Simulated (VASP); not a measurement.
Crystal: Bi.

```xyz
1
Lattice="-1.9410 1.9410 1.9410 1.9410 -1.9410 1.9410 1.9410 1.9410 -1.9410" Properties=species:S:1:pos:R:3 pbc="T T T"
Bi    0.0000    0.0000    0.0000
```

Base run:

```yaml
Program: VASP 6.6.1
Functional: BLYP
Potentials_or_basis: VASP PAW PBE potentials, release 64 (Bi_d)
Cutoff: 520 eV
k_mesh: 9 × 9 × 9
Occupations: fermi-dirac, width 0.05 eV
Spin: no spin polarisation
```

Its results: pressure 9.8 GPa.

The run is repeated on the same cell with these changes: functional from BLYP to PBE. What comes out?

Pressure 4.8 GPa.

PBE binds more tightly than BLYP, so the same cell stands under less pressure.

Caveats: the PAW data sets were made with another functional, which shifts forces and pressure a little (some runs).
